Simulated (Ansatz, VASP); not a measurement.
**Two plane-wave programs on MgI2**

```
Mg I
1.0
     4.27077    0.00000    0.00000
    -2.13538    3.69859    0.00000
     0.00000    0.00000    6.49096
Mg I
1 2
Direct
  0.00000 0.00000 0.00000
  0.33333 0.66667 0.75763
  0.66667 0.33333 0.24237
```

Alike in both runs: task single point; functional PBE; dispersion D3(BJ); k mesh 9 × 9 × 4; occupations gaussian, width 0.05 eV; no spin polarisation.

```csv
,VASP,Ansatz
version,VASP 6.6.1,Ansatz 0.2.0
potentials or method,"VASP PAW PBE potentials, release 64 (Mg, I), cutoff 520 eV","scalar-relativistic, plane waves, PAW"
valence electrons in the cell,16,44
```

```tsv
	VASP	Ansatz	Ansatz less VASP
gap on the k mesh at the Fermi level (eV)	3.09	3.11	+0.018
least direct gap on the mesh (eV)	3.14	3.15	+0.017
pressure (GPa)	-0.4	-0.3	+0.05
traceless stress, the component that is largest in VASP (GPa)	1.74	1.73	-0.009
rms of the force components (eV/Å)	0.100	0.105	+0.0045
```

Atom by atom the forces differ by 0.005 eV/Å (rms over components). VASP's potentials hold 16 valence electrons a cell and Ansatz's 44, so a difference there can come from the potentials and not from the codes.

Neither program's run includes spin-orbit coupling.
